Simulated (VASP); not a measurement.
Set up this calculation in VASP 6.6.1, as the native input.

```yaml
Task: single point
Functional: r2SCAN
Dispersion: rVV10
Potentials_or_basis: VASP PAW PBE potentials, release 64 (Ge_d, S)
Cutoff: 550 eV
k_mesh: 2 × 6 × 6
Occupations: fermi-dirac, width 0.02 eV
Spin: no spin polarisation
Dipole_correction: no
Further_INCAR_settings: ALGO = Normal; EDIFF = 1e-06; NBANDS = 50
```

GeS:

```
Ge S
1.0
    10.60781    0.00000    0.00000
     0.00000    3.60810    0.00000
     0.00000    0.00000    4.42234
Ge S
4 4
Direct
  0.12508 0.25000 0.12823
  0.37492 0.75000 0.62823
  0.62508 0.25000 0.37177
  0.87492 0.75000 0.87177
  0.84723 0.25000 0.51187
  0.65277 0.75000 0.01187
  0.34723 0.25000 0.98813
  0.15277 0.75000 0.48813
```

The input as run:

POSCAR

```
GeS
1.0
   10.6078054202      0.0000000000      0.0000000000
    0.0000000000      3.6081036216      0.0000000000
    0.0000000000      0.0000000000      4.4223352564
Ge S
4 4
Direct
    0.1250788433      0.2500000000      0.1282278303
    0.3749211567      0.7500000000      0.6282278303
    0.6250788433      0.2500000000      0.3717721697
    0.8749211567      0.7500000000      0.8717721697
    0.8472275933      0.2500000000      0.5118733973
    0.6527724067      0.7500000000      0.0118733973
    0.3472275933      0.2500000000      0.9881266027
    0.1527724067      0.7500000000      0.4881266027
```

INCAR.step1

```
ALGO = Normal
EDIFF = 1E-5
ENCUT = 550
GGA = PE
GGA_COMPAT = False
ISMEAR = -1
LASPH = True
LCHARG = False
LREAL = False
LWAVE = True
NBANDS = 50
NELM = 120
PREC = Accurate
SIGMA = 0.02
```

INCAR.step2

```
ALGO = Normal
BPARAM = 11.95
CPARAM = 0.0093
EDIFF = 1E-6
ENCUT = 550
GGA_COMPAT = False
ISIF = 2
ISMEAR = -1
ISTART = 1
IVDW_NL = 2
LASPH = True
LCHARG = True
LELF = True
LMIXTAU = True
LREAL = False
LUSE_VDW = True
LVHAR = True
LWAVE = False
METAGGA = R2SCAN
NBANDS = 50
NELM = 120
PREC = Accurate
SIGMA = 0.02
```

KPOINTS

```
k-points
0
Gamma
  2 6 6
```

Potentials or basis: VASP PAW PBE potentials, release 64 (Ge_d, S).

Run with:

```console
$ cat potpaw_PBE.64/Ge_d/POTCAR potpaw_PBE.64/S/POTCAR > POTCAR
$ cp INCAR.step1 INCAR
$ mpirun -np 1 vasp_std > vasp.out
$ cp INCAR.step2 INCAR
$ mpirun -np 1 vasp_std > vasp.out
```

It gave:

The pressure is -0.1 GPa. The largest force is 0.010 eV/Å. The band gap on the k mesh is 1.27 eV.

Caveat: the PAW data sets were made with another functional, which shifts forces and pressure a little.

Wall time 13 min on 1 thread of AMD EPYC 9R45 96-Core Processor (Zen 5), with other jobs on the host, peak memory 0.71 GiB.
